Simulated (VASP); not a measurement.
# F (C2/m) in VASP: notebook

F is run at these levels: PBEsol; tasks: single point.

All numbers are computed with VASP 6.6.1; they aren't measurements. Logs are shortened: lines on timing, memory, paths and dates and some standing lists are left out, and cuts for length are marked.

**1. The cell of the first run**

Symmetry: C2/m, No. 12, monoclinic system. The conventional cell has a = 6.692 Å, b = 3.597 Å, c = 7.652 Å, α = 90.00°, β = 113.83°, γ = 90.00°. Within 1.9 Å of F (site symmetry m) lie 1 F at 1.43 Å. F (site symmetry m) has 1 F at 1.43 Å within 1.9 Å.

**2. Single point, PBEsol**

INCAR

```
  ALGO = Normal
  EDIFF = 1E-6
  ENCUT = 520
  GGA = PS
  ISIF = 2
  ISMEAR = 0
  LASPH = T
  LCHARG = F
  LREAL = F
  LWAVE = F
  NBANDS = 22
  NELM = 60
  PREC = Accurate
  SIGMA = 0.05
```

KPOINTS

```
k-points
0
Gamma
  4 4 2
```

POSCAR

```
F
1.0
    3.3362688198     -1.7984130873     -0.2573218329
    3.3362688198      1.7984130873     -0.2573218329
   -2.5442542976      0.0000000000      7.2169137836
F
4
Direct
    0.0848459664      0.0848459664      0.0940038325
    0.9151540336      0.9151540336      0.9059961675
    0.5015719855      0.5015719855      0.5937195244
    0.4984280145      0.4984280145      0.4062804756
```

Potentials or basis: VASP PAW PBE potentials, release 64 (F).

Launch:

```console
> cat potpaw_PBE.64/F/POTCAR > POTCAR
> mpirun -np 1 vasp_std > vasp.out
```

OUTCAR:

```text
EDIFF = 1E-6
   ENCUT = 520
   GGA = PS
   ISIF = 2
   ISMEAR = 0
   LASPH = T
   LREAL = F
   NELM = 60
   PREC = Accurate

 ion  position               nearest neighbor table
   1  0.085  0.085  0.094-   2 1.43
   2  0.915  0.915  0.906-   1 1.43
   3  0.502  0.502  0.594-   4 1.43
   4  0.498  0.498  0.406-   3 1.43

  LATTYP: Found a base centered monoclinic cell.
 ALAT       =     6.6923550903
 B/A-ratio  =     0.5374529782
 C/A-ratio  =     1.1434329670
 COS(beta)  =    -0.4040247995

  Lattice vectors:

 A1 = (   3.3362688198,  -1.7984130873,  -0.2573218329)
 A2 = (   3.3362688198,   1.7984130873,  -0.2573218329)
 A3 = (  -2.5442542976,   0.0000000000,   7.2169137836)

Analysis of symmetry for initial positions (statically):
=====================================================================
 Subroutine PRICEL returns:
 Original cell was already a primitive cell.

 Routine SETGRP: Setting up the symmetry group for a
 base centered monoclinic supercell.

 Subroutine GETGRP returns: Found  4 space group operations
 (whereof  4 operations were pure point group operations)
 out of a pool of  4 trial point group operations.

The static configuration has the point symmetry C_2h.

Analysis of symmetry for dynamics (positions and initial velocities):
=====================================================================
 Subroutine PRICEL returns:
 Original cell was already a primitive cell.

 Routine SETGRP: Setting up the symmetry group for a
 base centered monoclinic supercell.

 Subroutine GETGRP returns: Found  4 space group operations
 (whereof  4 operations were pure point group operations)
 out of a pool of  4 trial point group operations.

The dynamic configuration has the point symmetry C_2h.

 Subroutine INISYM returns: Found  4 space group operations
 (whereof  4 operations are pure point group operations),
 and found     1 'primitive' translations

----------------------------------------------------------------------------------------

                                     Primitive cell

  volume of cell :      84.2480

[... 74 lines left out ...]
   ICHARG =      2    charge: 1-file 2-atom 10-const
   ISPIN  =      1    spin polarized calculation?
   LNONCOLLINEAR =      F non collinear calculations
   LSORBIT =      F    spin-orbit coupling
   LASPH  =      T    aspherical Exc in radial PAW
   ENCUT  =  520.0 eV  38.22 Ry    6.18 a.u.   7.06  7.06 14.23*2*pi/ulx,y,z
   NELM   =     60;   NELMIN=  2; NELMDL= -5     # of ELM steps
   EDIFF  = 0.1E-05   stopping-criterion for ELM
   LREAL  =      F    real-space projection
   EDIFFG = 0.1E-04   stopping-criterion for IOM
   NSW    =      0    number of steps for IOM
   IBRION =     -1    ionic relax: 0-MD 1-quasi-New 2-CG
   NFREE  =      0    steps in history (QN), initial steepest desc. (CG)
   ISIF   =      2    stress and relaxation
   ISYM   =      2    0-nonsym 1-usesym 2-fastsym
   POTIM  = 0.5000    time-step for ionic-motion
   TEBEG  =    0.0;   TEEND  =   0.0 temperature during run
   PSTRESS=    0.0 pullay stress
   NELECT =      28.0000    total number of electrons
   NUPDOWN=      -1.0000    fix difference up-down
   EMIN   =  10.00;   EMAX   =-10.00  energy-range for DOS
   EFERMI =   0.00;   METHOD = LEGACY
   ISMEAR =     0;   SIGMA  =   0.05  broadening in eV -4-tet -1-fermi 0-gaus
   EFERMI_NEDOS =   21; number of points for ismear=-14 and -15
   IALGO  =     38    algorithm
   IMIX   =      4    mixing-type and parameters
     AMIX     =   0.40;   BMIX     =  1.00
     AMIX_MAG =   1.60;   BMIX_MAG =  1.00
  volume/ion in A,a.u.               =      21.06       142.13
  Fermi-wavevector in a.u.,A,eV,Ry     =   1.133986  2.142923 17.496057  1.285924
  Thomas-Fermi vector in A             =   2.270689
   LORBIT       =      0    0 simple, 1 ext, 2 COOP (PROOUT), +10 PAW based schemes
   GGA     = PS    functional components
   LHFCALC =     F    Hartree Fock is set to
   AEXX    =    0.0000 exact exchange contribution
   IVDW    =     0    specifies the selected vdW correction
   LEPSILON=     F    determine dielectric tensor
   LRPA    =     F    only Hartree local field effects (RPA)
 non-spin polarized calculation
 Gauss-broadening in eV      SIGMA  =   0.05
  energy-cutoff  :      520.00
  volume of cell :       84.25
 maximum number of plane-waves:      2294
   NGX = 15   NGY = 15   NGZ = 29

 number of electron      27.9999993 magnetization

 Free energy of the ion-electron system (eV)
  ---------------------------------------------------
  ext. energy  EPLUGINS =         0.00000000
  ---------------------------------------------------
  free energy    TOTEN  =        -7.78843258 eV

  energy without entropy =       -7.78843258  energy(sigma->0) =       -7.78843258

 E-fermi :  -5.9922     XC(G=0):  -6.3908

 val. band max:       -6.2068562100   @ k =   0.5000   0.5000   0.0000
 cond. band min:      -3.4116384043   @ k =   0.0000   0.0000   0.0000
 fundamental gap:      2.7952178057
 Fermi energy:        -5.9921731485

 k-point     1 :       0.0000    0.0000    0.0000
  band No.  band energies     occupation
      1     -30.8275      2.00000
      2     -30.6954      2.00000
      3     -24.7032      2.00000
      4     -24.5078      2.00000
      5     -12.5780      2.00000
      6     -12.1299      2.00000
[... 339 lines left out ...]
     21       8.3370      0.00000
     22       8.4039      0.00000

------------------------ aborting loop because EDIFF is reached ----------------------------------------

  FORCE on cell =-STRESS in cart. coord.  units (eV):
  Direction    XX          YY          ZZ          XY          YZ          ZX
  --------------------------------------------------------------------------------------
  -------------------------------------------------------------------------------------
  Total       -0.5345421     -0.2687802     -1.5533156      0.0000000      0.0000000     -0.0956607
  in kB      -10.1655978     -5.1114985    -29.5400125      0.0000000      0.0000000     -1.8192174
  external PRESSURE =     -14.9390363 kB  Pullay stress =       0.0000000 kB

 VOLUME and BASIS-vectors are now :
 -----------------------------------------------------------------------------
  energy-cutoff  :      520.00
  volume of cell :       84.25
      direct lattice vectors                 reciprocal lattice vectors
     3.336268820 -1.798413087 -0.257321833     0.154056977 -0.278022888  0.054311322
     3.336268820  1.798413087 -0.257321833     0.154056977  0.278022888  0.054311322
    -2.544254298  0.000000000  7.216913784     0.010985921  0.000000000  0.142436367

 POSITION                                       TOTAL-FORCE (eV/Angst)
 -----------------------------------------------------------------------------------
      0.32697      0.00000      0.63475        -0.235877      0.000000     -0.464536
      3.80132      0.00000      6.06752         0.235877      0.000000      0.464536
      1.83618      0.00000      4.02669         0.177266      0.000000     -0.495153
      2.29210      0.00000      2.67558        -0.177266      0.000000      0.495153
 -----------------------------------------------------------------------------------
    total drift:                                0.000000      0.000000     -0.000000

  FREE ENERGIE OF THE ION-ELECTRON SYSTEM (eV)
  ---------------------------------------------------
  free  energy   TOTEN  =        -7.7884325799 eV

  energy  without entropy=       -7.7884325799  energy(sigma->0) =       -7.78843258
```

OSZICAR:

```text
N       E                     dE             d eps       ncg     rms          rms(c)
DAV:   1     0.186884174786E+03    0.18688E+03   -0.14804E+04   616   0.114E+03
DAV:   2     0.695614264545E+00   -0.18619E+03   -0.17959E+03   872   0.279E+02
DAV:   3    -0.945883016512E+01   -0.10154E+02   -0.10109E+02   718   0.645E+01
DAV:   4    -0.952664154796E+01   -0.67811E-01   -0.67808E-01   658   0.618E+00
DAV:   5    -0.952707736433E+01   -0.43582E-03   -0.43581E-03   732   0.479E-01    0.111E+01
DAV:   6    -0.825093256251E+01    0.12761E+01   -0.44059E-01   616   0.662E+00    0.632E+00
DAV:   7    -0.779037258801E+01    0.46056E+00   -0.60251E-01   622   0.732E+00    0.678E-01
DAV:   8    -0.778824090130E+01    0.21317E-02   -0.78352E-02   628   0.198E+00    0.118E-01
DAV:   9    -0.778832378113E+01   -0.82880E-04   -0.97481E-04   694   0.236E-01    0.695E-02
DAV:  10    -0.778842890618E+01   -0.10513E-03   -0.27378E-04   640   0.134E-01    0.259E-02
DAV:  11    -0.778843284829E+01   -0.39421E-05   -0.29945E-05   682   0.521E-02    0.668E-03
DAV:  12    -0.778843257992E+01    0.26837E-06   -0.38186E-06   658   0.170E-02
   1 F= -.77884326E+01 E0= -.77884326E+01  d E =-.869316E-11
```

stdout:

```text
POSCAR found type information on POSCAR F
 POSCAR found :  1 types and       4 ions
 scaLAPACK will be used
 -----------------------------------------------------------------------------
|                                                                             |
|                                                                             |
|     You enforced a specific xc type in the INCAR file but a different       |
|     I HOPE YOU KNOW WHAT YOU ARE DOING!                                     |
|                                                                             |
 -----------------------------------------------------------------------------

 LDA part: xc-table for (Slater+PW92), standard interpolation
 POSCAR, INCAR and KPOINTS ok, starting setup
 FFT: planning ... GRIDC
 FFT: planning ... GRID_SOFT
 FFT: planning ... GRID
 WAVECAR not read
 entering main loop
```

Wall time 41 s (1 thread of Intel Xeon 6975P-C, shared host); peak memory 0.19 GiB.

What came out:

```
Free energy            : -7.7884 eV
Pressure               : -1.5 GPa
Largest force          : 0.526 eV/Å
Band gap on the k mesh : 2.80 eV, indirect (least direct gap 2.87 eV)
```

Forces in eV/Å, atoms in the order of the input:
```
F   -0.236  0.000 -0.465
F    0.236  0.000  0.465
F    0.177  0.000 -0.495
F   -0.177  0.000  0.495
```

Levels at points of the mesh, in eV from the valence-band top:
```
           k point  band 12  band 13  band 14  band 15  band 16  band 17
(0.00, 0.00, 0.00)    -0.15    -0.11    -0.07     2.80     3.40     8.56
(0.50, 0.00, 0.00)    -0.26    -0.26    -0.15     3.12     3.19    12.31
(0.50, 0.50, 0.00)    -0.22    -0.15     0.00     3.08     3.17    12.44
(0.00, 0.00, 0.50)    -0.17    -0.15    -0.08     3.05     3.11     9.39
(0.50, 0.00, 0.50)    -0.30    -0.18    -0.06     2.99     3.30    12.22
(0.50, 0.50, 0.50)    -0.20    -0.14    -0.08     3.11     3.18    11.96
```

Caveat: the k points lie up to 0.51 Å⁻¹ apart; the PAW data sets were made with another functional, which shifts forces and pressure a little.

**3. Single point, PBEsol**

This run uses another cell than the first one, of 19.22 Å³/atom, 0.912 times its volume.

INCAR

```
SYSTEM = F
PREC = Accurate
ENCUT = 520
EDIFF = 1E-7
ISMEAR = 0
SIGMA = 0.05
LREAL = .FALSE.
LASPH = .TRUE.
NELM = 60
ALGO = Normal
ISIF = 2
LWAVE = .FALSE.
LCHARG = .FALSE.
GGA = PS
NBANDS = 22
```

KPOINTS

```
regular mesh
0
G
  4 4 2
  0 0 0
```

POSCAR

```
F
1.0
    2.9392099486     -1.8301892655     -0.2266972273
    2.9392099486      1.8301892655     -0.2266972273
   -2.1678804287      0.0000000000      7.3119330281
F
4
Direct
    0.0848459664      0.0848459664      0.0940038325
    0.9151540336      0.9151540336      0.9059961675
    0.5015719855      0.5015719855      0.5937195244
    0.4984280145      0.4984280145      0.4062804756
```

Potentials or basis: VASP PAW PBE potentials, release 64 (F).

Launch:

```console
> cat potpaw_PBE.64/F/POTCAR > POTCAR
> mpirun -np 1 vasp_std > vasp.out
```

It took 47 s on 1 thread of AMD EPYC 7R13, shared host; peak memory 0.19 GiB.

Results (log left out):

```
Free energy            : -7.7932 eV
Pressure               : -1.4 GPa
Largest force          : 0.422 eV/Å
Band gap on the k mesh : 2.72 eV, indirect (least direct gap 2.78 eV)
```

Forces on the atoms (eV/Å):
```
F   -0.177  0.000 -0.370
F    0.177  0.000  0.370
F    0.113  0.000 -0.407
F   -0.113  0.000  0.407
```

Stress tensor (GPa, compression positive):
```
-0.79  0.00 -0.18
 0.00 -0.53  0.00
-0.18  0.00 -2.79
```

Levels at points of the mesh, in eV from the valence-band top:
```tsv
k point	band 11	band 12	band 13	band 14	band 15	band 16	band 17	band 18
(0.00, 0.00, 0.00)	-0.26	-0.17	-0.07	-0.06	2.72	3.52	8.73	11.11
(0.50, 0.00, 0.00)	-0.36	-0.26	-0.25	-0.12	3.14	3.25	12.58	12.73
(0.50, 0.50, 0.00)	-0.34	-0.29	-0.19	0.00	3.08	3.26	13.07	13.49
(0.00, 0.00, 0.50)	-0.25	-0.16	-0.11	-0.06	3.06	3.16	9.52	9.55
(0.50, 0.00, 0.50)	-0.44	-0.28	-0.17	-0.05	2.95	3.40	12.47	13.36
(0.50, 0.50, 0.50)	-0.38	-0.24	-0.19	-0.09	3.14	3.25	12.85	12.98
```

Caveat: the k points lie up to 0.52 Å⁻¹ apart; the PAW data sets were made with another functional, which shifts forces and pressure a little. PBEsol gaps usually lie below the measured ones, often by a third to a half.

**4. Single point, PBEsol**

This run uses another cell than the first one, of 19.22 Å³/atom, 0.912 times its volume.

INCAR

```
  PREC = Accurate
  ENCUT = 520
  EDIFF = 1E-7
  ISMEAR = 0
  SIGMA = 0.05
  LREAL = False
  LASPH = True
  NELM = 80
  ALGO = Normal
  ISIF = 2
  LWAVE = False
  LCHARG = True
  GGA = PS
  LELF = True
  LVHAR = True
  NBANDS = 22
```

KPOINTS

```
regular mesh
0
Gamma
  4 4 2
```

POSCAR

```
F
1.0
    3.0348180758     -1.8011296567     -0.2340713509
    3.0348180758      1.8011296567     -0.2340713509
   -2.2649156051      0.0000000000      7.2059737687
F
4
Direct
    0.0848459664      0.0848459664      0.0940038325
    0.9151540336      0.9151540336      0.9059961675
    0.5015719855      0.5015719855      0.5937195244
    0.4984280145      0.4984280145      0.4062804756
```

Launch:

```console
> cat potpaw_PBE.64/F/POTCAR > POTCAR
> mpirun -np 1 vasp_std > vasp.out
```

Run time: 56 s. Hardware: 1 thread of AMD EPYC 7R13, shared host; peak memory 0.18 GiB.

It converged, with:

| Property | Result |
| --- | --- |
| Free energy | -7.7996 eV |
| Pressure | -0.3 GPa |
| Largest force | 0.091 eV/Å |
| Band gap on the k mesh | 2.89 eV, indirect (least direct gap 2.97 eV) |

Forces in eV/Å, atoms in the order of the input:
```
F    0.037  0.000  0.084
F   -0.037  0.000 -0.084
F   -0.025  0.000  0.081
F    0.025  0.000 -0.081
```

Stress tensor (GPa, compression positive):
```
-0.43  0.00  0.01
 0.00 -0.52  0.00
 0.01  0.00 -0.08
```

Levels at points of the mesh, in eV from the valence-band top:
```csv
k point,band 12,band 13,band 14,band 15,band 16,band 17
"(0.00, 0.00, 0.00)",-0.17,-0.10,-0.08,2.89,3.67,8.65
"(0.50, 0.00, 0.00)",-0.27,-0.27,-0.15,3.31,3.40,12.52
"(0.50, 0.50, 0.00)",-0.28,-0.19,0.00,3.26,3.41,12.90
"(0.00, 0.00, 0.50)",-0.17,-0.15,-0.08,3.22,3.31,9.48
"(0.50, 0.00, 0.50)",-0.31,-0.19,-0.06,3.13,3.55,12.42
"(0.50, 0.50, 0.50)",-0.25,-0.18,-0.09,3.31,3.40,12.59
```

Caveat: the k points lie up to 0.52 Å⁻¹ apart; the PAW data sets were made with another functional, which shifts forces and pressure a little. Expect the measured gap to be larger: semilocal functionals such as PBEsol lack the derivative discontinuity.

[end of part 1 of 2]
